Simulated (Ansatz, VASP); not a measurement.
**One calculation of AlCo, two programs**

Contents of INCAR:

```
PREC = Accurate ; ENCUT = 520
EDIFF = 1E-7 ; ISMEAR = -1
SIGMA = 0.1 ; LREAL = F
LASPH = T ; NELM = 100
ALGO = Normal ; ISIF = 2
LWAVE = F ; LCHARG = T
GGA = PE ; LELF = T
LVHAR = T ; NBANDS = 20
```

File KPOINTS:

```
Automatic mesh
0
Gamma
  13 9 9
```

POSCAR

```
AlCo
1.0
    0.0000000000      0.0000000000      2.8528193273
    2.8528193273     -2.8528193273      0.0000000000
    2.8528193273      2.8528193273      0.0000000000
Co Al
2 2
Direct
    0.0000000000      0.0000000000      0.0000000000
    0.0000000000      0.5000000000      0.5000000000
    0.5000000000      0.5000000000      0.0000000000
    0.5000000000      0.0000000000      0.5000000000
```

Input for Ansatz:

```yaml
crystal:
  lattice:
    - [0.0, 0.0, 2.8528193273]
    - [2.8528193273, -2.8528193273, 0.0]
    - [2.8528193273, 2.8528193273, 0.0]
  atoms:
    - { symbol: Co, position: [0.0, 0.0, 0.0] }
    - { symbol: Co, position: [0.0, 0.5, 0.5] }
    - { symbol: Al, position: [0.5, 0.5, 0.0] }
    - { symbol: Al, position: [0.5, 0.0, 0.5] }
kpoints:
  mp_grid: { grid: [13, 9, 9] }
scf:
  occupations: { method: fermi_dirac, width: 0.1 }
hamiltonian:
  xc: pbe
  pseudopotentials: { kind: paw }
output:
  forces: true
  stress: true
  eigenvalues: true
```

Alike in both runs: task single point; functional PBE; k mesh 13 × 9 × 9; occupations fermi-dirac, width 0.1 eV; no spin polarisation.

```csv
,VASP,Ansatz
version,VASP 6.6.1,Ansatz 0.2.0
potentials or method,"VASP PAW PBE potentials, release 64 (Co, Al)","PAW with Ansatz's default frozen-core files, scalar-relativistic"
plane-wave cutoff (eV),520,420
valence electrons in the cell,24,40
```

|  | VASP | Ansatz | Ansatz less VASP |
| --- | --- | --- | --- |
| pressure (GPa) | -0.1 | 0.0 | +0.07 |

VASP's potentials hold 24 valence electrons a cell and Ansatz's 40, so a difference there can come from the potentials and not from the codes.
